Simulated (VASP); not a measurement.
# NdMo (R-3m) in VASP: a series of runs

Runs on NdMo. Level: PBE. Tasks: relaxation of shape and atoms at fixed volume, single point.

Program: VASP 6.6.1. These are calculated values, not measurements. Logs are shortened: lines on timing, memory, paths and dates and some standing lists are left out, and cuts for length are marked.

### Step 1. The cell of the first run

Symmetry: R-3m, No. 166, trigonal system. The conventional cell has a = 4.367 Å, b = 4.367 Å, c = 20.502 Å, α = 90.00°, β = 90.00°, γ = 120.00°. Within 4.1 Å of Nd (site symmetry 3m) lie 6 Mo at 3.06 to 3.41 Å and 4 Nd at 3.78 to 4.02 Å. Mo (site symmetry 3m) has 3 Mo at 2.58 Å and 6 Nd at 3.06 to 3.41 Å within 3.5 Å.

### Step 2. Relaxation of shape and atoms at fixed volume, PBE (28.22 Å³/atom)

INCAR reads:

```
SYSTEM = NdMo
PREC     = Accurate       ! precision mode
ENCUT    = 500            ! plane-wave cutoff, eV
EDIFF    = 1E-7           ! SCF threshold, eV
ISMEAR   = 0              ! smearing method
SIGMA    = 0.1            ! smearing width, eV
LREAL    = .False.        ! projectors in reciprocal space
LASPH    = .True.         ! aspherical terms in the spheres
NELM     = 200            ! most SCF steps
ALGO     = Normal         ! electronic algorithm
ISIF     = 4              ! what is computed and relaxed
LWAVE    = .False.        ! write WAVECAR
LCHARG   = .False.        ! write CHGCAR
GGA      = PE             ! functional
IBRION   = 2              ! ionic algorithm
NSW      = 50             ! ionic steps
EDIFFG   = -0.01          ! ionic threshold
GGA_COMPAT= .False.      
NELMIN   = 4            
LMAXMIX  = 6              ! l up to which the mixer works
```

KPOINTS reads:

```
Automatic mesh
0
Gamma
  12 12 12
  0 0 0
```

POSCAR reads:

```
NdMo
1.0
    2.1835429308      1.2606690989      6.8341428579
   -2.1835429308      1.2606690989      6.8341428579
    0.0000000000     -2.5213381978      6.8341428579
Nd Mo
2 2
Direct
    0.0979506358      0.0979506358      0.0979506358
    0.9020493642      0.9020493642      0.9020493642
    0.6803422643      0.6803422643      0.6803422643
    0.3196577357      0.3196577357      0.3196577357
```

Potentials or basis: VASP PAW PBE potentials, release 64 (Nd_3, Mo_sv), 4f in core.

Launch:

```
cat potpaw_PBE.64/Nd_3/POTCAR potpaw_PBE.64/Mo_sv/POTCAR > POTCAR
mpirun -np 1 vasp_std > vasp.out
```

OUTCAR:

```text
SYSTEM = NdMo
   PREC = Accurate
   ENCUT = 500
   EDIFF = 1E-7
   ISMEAR = 0
   LREAL = .False.
   LASPH = .True.
   NELM = 200
   ISIF = 4
   GGA = PE
   IBRION = 2
   NSW = 50
   EDIFFG = -0.01
   NELMIN = 4

 ion  position               nearest neighbor table
   1  0.098  0.098  0.098-   3 3.06   3 3.06   3 3.06   4 3.41   4 3.41   4 3.41   2 3.78   2 3.78
                             2 3.78
   2  0.902  0.902  0.902-   4 3.06   4 3.06   4 3.06   3 3.41   3 3.41   3 3.41   1 3.78   1 3.78
                             1 3.78
   3  0.680  0.680  0.680-   4 2.58   4 2.58   4 2.58   1 3.06   1 3.06   1 3.06   2 3.41   2 3.41
                             2 3.41
   4  0.320  0.320  0.320-   3 2.58   3 2.58   3 2.58   2 3.06   2 3.06   2 3.06   1 3.41   1 3.41
                             1 3.41

  LATTYP: Found a trigonal (rhomboedric) cell.
 ALAT       =     7.2844117751
 COS(alpha) =     0.8202932085

  Lattice vectors:

 A1 = (   2.1835429308,   1.2606690989,   6.8341428579)
 A2 = (  -2.1835429308,   1.2606690989,   6.8341428579)
 A3 = (   0.0000000000,  -2.5213381978,   6.8341428579)

Analysis of symmetry for initial positions (statically):
=====================================================================
 Subroutine PRICEL returns:
 Original cell was already a primitive cell.

 Routine SETGRP: Setting up the symmetry group for a
 trigonal (rhombohedral) supercell.

 Subroutine GETGRP returns: Found 12 space group operations
 (whereof 12 operations were pure point group operations)
 out of a pool of 12 trial point group operations.

The static configuration has the point symmetry D_3d.

Analysis of symmetry for dynamics (positions and initial velocities):
=====================================================================
 Subroutine PRICEL returns:
 Original cell was already a primitive cell.

 Routine SETGRP: Setting up the symmetry group for a
 trigonal (rhombohedral) supercell.

 Subroutine GETGRP returns: Found 12 space group operations
 (whereof 12 operations were pure point group operations)
 out of a pool of 12 trial point group operations.

The dynamic configuration has the point symmetry D_3d.

 Subroutine INISYM returns: Found 12 space group operations
 (whereof 12 operations are pure point group operations),
 and found     1 'primitive' translations

----------------------------------------------------------------------------------------

                                     Primitive cell

  volume of cell :     112.8751

  direct lattice vectors                    reciprocal lattice vectors
     2.183542931  1.260669099  6.834142858     0.228985651  0.132204927  0.048774710
    -2.183542931  1.260669099  6.834142858    -0.228985651  0.132204927  0.048774710
     0.000000000 -2.521338198  6.834142858     0.000000000 -0.264409855  0.048774710

  length of vectors
     7.284411775  7.284411775  7.284411775     0.268870868  0.268870868  0.268870868

  position of ions in fractional coordinates (direct lattice)
     0.097950636  0.097950636  0.097950636
     0.902049364  0.902049364  0.902049364
     0.680342264  0.680342264  0.680342264
     0.319657736  0.319657736  0.319657736

  ion indices of the primitive-cell ions
   primitive index   ion index
                 1           1
                 2           2
                 3           3
                 4           4

----------------------------------------------------------------------------------------

 KPOINTS: Automatic mesh

Automatic generation of k-mesh.
 Grid dimensions read from file:
 generate k-points for:   12   12   12

 Generating k-lattice:

  Cartesian coordinates                     Fractional coordinates (reciprocal lattice)
     0.019082138  0.011017077  0.004064559     0.083333333  0.000000000  0.000000000
    -0.019082138  0.011017077  0.004064559     0.000000000  0.083333333  0.000000000
     0.000000000 -0.022034155  0.004064559     0.000000000  0.000000000  0.083333333

  Length of vectors
     0.022405906  0.022405906  0.022405906

  Shift w.r.t. Gamma in fractional coordinates (k-lattice)
     0.000000000  0.000000000  0.000000000

 Subroutine IBZKPT returns following result:
 ===========================================

 Found    189 irreducible k-points:

 Following reciprocal coordinates:
            Coordinates               Weight
  0.000000  0.000000  0.000000      1.000000
  0.083333  0.000000 -0.000000      6.000000
  0.166667 -0.000000  0.000000      6.000000
  0.250000  0.000000  0.000000      6.000000
  0.333333 -0.000000 -0.000000      6.000000
  0.416667 -0.000000  0.000000      6.000000
[... 16 lines left out ...]
  0.500000  0.166667  0.000000     12.000000
 -0.416667  0.166667 -0.000000     12.000000
 [... further k-points ...]
   k-points           NKPTS =    189   k-points in BZ     NKDIM =    189   number of bands    NBANDS=     30
   number of dos      NEDOS =    301   number of ions     NIONS =      4
   total plane-waves  NPLWV = 157464
   dimension x,y,z NGX =    54 NGY =   54 NGZ =   54
   dimension x,y,z NGXF=   108 NGYF=  108 NGZF=  108
   ions per type =               2   2
   NGX,Y,Z   is equivalent  to a cutoff of  12.32, 12.32, 12.32 a.u.
   NGXF,Y,Z  is equivalent  to a cutoff of  24.65, 24.65, 24.65 a.u.
 SYSTEM =  NdMo
   PREC   = accura    normal or accurate (medium, high low for compatibility)
   ISTART =      0    job   : 0-new  1-cont  2-samecut
   ICHARG =      2    charge: 1-file 2-atom 10-const
   ISPIN  =      1    spin polarized calculation?
   LNONCOLLINEAR =      F non collinear calculations
   LSORBIT =      F    spin-orbit coupling
   LASPH  =      T    aspherical Exc in radial PAW
   ENCUT  =  500.0 eV  36.75 Ry    6.06 a.u.  13.28 13.28 13.28*2*pi/ulx,y,z
   NELM   =    200;   NELMIN=  4; NELMDL= -5     # of ELM steps
   EDIFF  = 0.1E-06   stopping-criterion for ELM
   LREAL  =      F    real-space projection
   EDIFFG = -.1E-01   stopping-criterion for IOM
   NSW    =     50    number of steps for IOM
   IBRION =      2    ionic relax: 0-MD 1-quasi-New 2-CG
   NFREE  =      1    steps in history (QN), initial steepest desc. (CG)
   ISIF   =      4    stress and relaxation
   ISYM   =      2    0-nonsym 1-usesym 2-fastsym
   POTIM  = 0.5000    time-step for ionic-motion
   TEBEG  =    0.0;   TEEND  =   0.0 temperature during run
   PSTRESS=    0.0 pullay stress
   NELECT =      50.0000    total number of electrons
   NUPDOWN=      -1.0000    fix difference up-down
   EMIN   =  10.00;   EMAX   =-10.00  energy-range for DOS
   EFERMI =   0.00;   METHOD = LEGACY
   ISMEAR =     0;   SIGMA  =   0.10  broadening in eV -4-tet -1-fermi 0-gaus
   EFERMI_NEDOS =   21; number of points for ismear=-14 and -15
   IALGO  =     38    algorithm
   IMIX   =      4    mixing-type and parameters
     AMIX     =   0.40;   BMIX     =  1.00
     AMIX_MAG =   1.60;   BMIX_MAG =  1.00
  volume/ion in A,a.u.               =      28.22       190.43
  Fermi-wavevector in a.u.,A,eV,Ry     =   1.247955  2.358292 21.189586  1.557391
  Thomas-Fermi vector in A             =   2.382063
   LORBIT       =      0    0 simple, 1 ext, 2 COOP (PROOUT), +10 PAW based schemes
   GGA     = PE    functional components
   LHFCALC =     F    Hartree Fock is set to
   AEXX    =    0.0000 exact exchange contribution
   IVDW    =     0    specifies the selected vdW correction
   LEPSILON=     F    determine dielectric tensor
   LRPA    =     F    only Hartree local field effects (RPA)
 conjugate gradient relaxation of ions
 non-spin polarized calculation
 Gauss-broadening in eV      SIGMA  =   0.10
  energy-cutoff  :      500.00
  volume of cell :      112.88
 maximum number of plane-waves:      2884
 NGX is ok and might be reduce to    54
   NGX = 27   NGY = 27   NGZ = 27

--------------------------------------- Ionic step        1  -------------------------------------------

 number of electron      49.9999999 magnetization

 Free energy of the ion-electron system (eV)
  ---------------------------------------------------
  ext. energy  EPLUGINS =         0.00000000
  ---------------------------------------------------
  free energy    TOTEN  =       -29.95061322 eV

  energy without entropy =      -29.92753261  energy(sigma->0) =      -29.93907292

------------------------ aborting loop because EDIFF is reached ----------------------------------------

  FORCE on cell =-STRESS in cart. coord.  units (eV):
  Direction    XX          YY          ZZ          XY          YZ          ZX
  --------------------------------------------------------------------------------------
  -------------------------------------------------------------------------------------
  Total       -2.2917953     -2.2917953     -1.8413923      0.0000000      0.0000000     -0.0000000
  in kB      -32.5303143    -32.5303143    -26.1371821      0.0000000      0.0000000     -0.0000000
  external PRESSURE =     -30.3992702 kB  Pullay stress =       0.0000000 kB
[... 175 lines left out ...]
  energy  without entropy=      -29.9376202591  energy(sigma->0) =      -29.94928660

--------------------------------------- Ionic step        6  -------------------------------------------

 number of electron      50.0000002 magnetization

 Free energy of the ion-electron system (eV)
  ---------------------------------------------------
  ext. energy  EPLUGINS =         0.00000000
  ---------------------------------------------------
  free energy    TOTEN  =       -29.96104049 eV

  energy without entropy =      -29.93781906  energy(sigma->0) =      -29.94942977

 E-fermi :   4.9984     XC(G=0): -10.2187

 val. band max:        4.9968982095   @ k =   0.2500   0.0833  -0.0000
 cond. band min:       5.0012137872   @ k =  -0.2500  -0.3333   0.0833
 fundamental gap:      0.0043155777
 Fermi energy:         4.9984088593

 k-point     1 :       0.0000    0.0000    0.0000
  band No.  band energies     occupation
      1     -55.3487      2.00000
      2     -55.0148      2.00000
      3     -32.6815      2.00000
      4     -32.6481      2.00000
      5     -29.8271      2.00000
      6     -29.8271      2.00000
[... 781 lines left out ...]
     29       6.6490      0.00000
     30       6.9761      0.00000

 [... further k-points ...]

------------------------ aborting loop because EDIFF is reached ----------------------------------------

  FORCE on cell =-STRESS in cart. coord.  units (eV):
  Direction    XX          YY          ZZ          XY          YZ          ZX
  --------------------------------------------------------------------------------------
  -------------------------------------------------------------------------------------
  Total       -1.3584017     -1.3584017     -1.3630467      0.0000000      0.0000000     -0.0000000
  in kB      -19.2814924    -19.2814924    -19.3474252      0.0000000      0.0000000     -0.0000000
  external PRESSURE =     -19.3034700 kB  Pullay stress =       0.0000000 kB
[... 19 lines left out ...]
  FREE ENERGIE OF THE ION-ELECTRON SYSTEM (eV)
  ---------------------------------------------------
  free  energy   TOTEN  =       -29.9610404863 eV

  energy  without entropy=      -29.9378190617  energy(sigma->0) =      -29.94942977

 reached required accuracy - stopping structural energy minimisation
```

It took 61 min on 1 thread of Intel Xeon Platinum 8488C (Sapphire Rapids), shared host; peak memory 0.82 GiB.

Results:

```yaml
Free_energy: -29.9610 eV
Energy_gained_by_relaxing: 2.6 meV/atom
Ionic_steps: 6
Pressure_after_relaxing: -1.9 GPa
Band_gap_on_the_k_mesh: zero (bands 25 and 26 overlap by 0.73 eV)
```

Step by step:
```tsv
step	energy change (eV)	largest force (eV/Å)	pressure (GPa)	volume (Å³)
1	0.0000	0.1984	-3.04	112.88
2	-0.0052	0.1400	-2.71	112.88
3	-0.0096	0.0597	-2.10	112.88
4	-0.0097	0.0772	-1.99	112.88
5	-0.0103	0.0266	-1.95	112.88
6	-0.0104	0.0020	-1.93	112.88
```

Final structure:
```cif
data_structure
_symmetry_space_group_name_H-M 'P 1'
_symmetry_Int_Tables_number 1
_cell_length_a 7.3672
_cell_length_b 7.3672
_cell_length_c 7.3672
_cell_angle_alpha 34.238
_cell_angle_beta 34.238
_cell_angle_gamma 34.238
_cell_volume 112.88
loop_
_atom_site_label
_atom_site_type_symbol
_atom_site_fract_x
_atom_site_fract_y
_atom_site_fract_z
_atom_site_occupancy
Nd1 Nd 0.09631 0.09631 0.09631 1
Nd2 Nd 0.90369 0.90369 0.90369 1
Mo1 Mo 0.68004 0.68004 0.68004 1
Mo2 Mo 0.31996 0.31996 0.31996 1
```

Caveat: spin-orbit coupling is left out, which moves the levels of the heavy elements; the 4f electrons are frozen in the core, so they carry no moment and show no levels. Spin polarisation is off, so any magnetic state and its effect on volume and gap are missing.

### Step 3. Single point, PBE (24.23 Å³/atom)

This run uses another cell than the first one, of 24.23 Å³/atom.

INCAR reads:

```
PREC = Accurate
ENCUT = 500
EDIFF = 1E-6
ISMEAR = 0
SIGMA = 0.1
LREAL = False
LASPH = True
NELM = 200
ALGO = Normal
ISIF = 2
LWAVE = False
LCHARG = True
GGA = PE
LELF = True
LVHAR = True
NBANDS = 33
GGA_COMPAT = False
LMAXMIX = 6
```

KPOINTS reads:

```
Automatic mesh
0
Gamma
  12 12 12
```

POSCAR reads:

```
NdMo
1.0
    2.1288050835      1.2290661880      6.1726443198
   -2.1288050835      1.2290661880      6.1726443198
    0.0000000000     -2.4581323760      6.1726443198
Nd Mo
2 2
Direct
    0.1044543300      0.1044543300      0.1044543300
    0.8955456700      0.8955456700      0.8955456700
    0.6814734779      0.6814734779      0.6814734779
    0.3185265221      0.3185265221      0.3185265221
```

Potentials or basis: VASP PAW PBE potentials, release 64 (Nd_3, Mo_sv), 4f in core.

Launch:

```
cat potpaw_PBE.64/Nd_3/POTCAR potpaw_PBE.64/Mo_sv/POTCAR > POTCAR
mpirun -np 1 vasp_std > vasp.out
```

It took 7.2 min on 1 thread of Intel Xeon 6975P-C (Granite Rapids), shared host; peak memory 0.68 GiB.

The run converged. Its results:

- Free energy: -29.8424 eV
- Pressure: 5.7 GPa
- Largest force: 0.034 eV/Å
- Band gap on the k mesh: zero (bands 25 and 26 overlap by 1.10 eV)

Forces on the atoms (eV/Å):
```
Nd   0.000  0.000  0.022
Nd   0.000  0.000 -0.022
Mo   0.000  0.000  0.034
Mo   0.000  0.000 -0.034
```

Stress tensor (GPa, compression positive):
```
5.76 0.00 0.00
0.00 5.76 0.00
0.00 0.00 5.66
```

Levels at points of the mesh, in eV from the Fermi level:
```csv
k point,band 23,band 24,band 25,band 26,band 27,band 28
"(0.00, 0.00, 0.00)",-1.28,-1.09,-1.09,0.14,0.95,0.95
"(0.50, 0.00, 0.00)",-1.33,-0.91,0.35,1.16,1.53,1.56
"(0.50, 0.50, 0.00)",-1.41,-0.69,0.49,0.53,1.04,1.84
"(0.50, 0.50, 0.50)",-1.15,-0.63,-0.63,0.16,0.16,0.44
```

Caveat: the cell stands under pressure; spin-orbit coupling is left out, which moves the levels of the heavy elements; the 4f electrons are frozen in the core, so they carry no moment and show no levels. Spin polarisation is off, so any magnetic state and its effect on volume and gap are missing.

(Continued in part 2 of 2.)
